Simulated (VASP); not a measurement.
Set up this calculation in VASP 6.6.1, as the native input.

- Task: single point
- Functional: PBE
- Potentials or basis: VASP PAW PBE potentials, release 64 (Pt)
- Cutoff: 520 eV
- k mesh: 6 × 6 × 6
- Occupations: gaussian, width 0.1 eV
- Spin: no spin polarisation
- Dipole correction: no
- Further INCAR settings: ALGO = Normal; EDIFF = 1e-07; NBANDS = 22

The structure of Pt lies in POSCAR:

```
Pt
1.0
    0.0000000000      2.7821295600      2.7821295600
    2.7821295600      0.0000000000      2.7821295600
    2.7821295600      2.7821295600      0.0000000000
Pt
3
Direct
    0.0000000000      0.0000000000      0.0000000000
    0.7500000000      0.7500000000      0.7500000000
    0.2500000000      0.2500000000      0.2500000000
```

The cell was built from a structure type or drawn by symmetry, and may not be a known phase.

The input as run:

INCAR

```
PREC = Accurate
ENCUT = 520
EDIFF = 1E-7
ISMEAR = 0
SIGMA = 0.1
LREAL = False
LASPH = True
NELM = 80
ALGO = Normal
ISIF = 2
LWAVE = False
LCHARG = False
GGA = PE
NBANDS = 22
```

KPOINTS

```
regular mesh
0
Gamma
  6 6 6
```

Potentials or basis: VASP PAW PBE potentials, release 64 (Pt).

Launch:

```sh
$ cat potpaw_PBE.64/Pt/POTCAR > POTCAR
$ mpirun -np 1 vasp_std > vasp.out
```

Results of the run:

* Pressure: 94.8 GPa
* Band gap on the k mesh: zero (bands 15 and 16 overlap by 0.72 eV)

Caveat: the cell stands under pressure; spin-orbit coupling is left out, which moves the levels of the heavy elements.

Run time: 36 s on 1 thread of Intel Xeon 8259CL, on a shared host, peak memory 0.17 GiB.
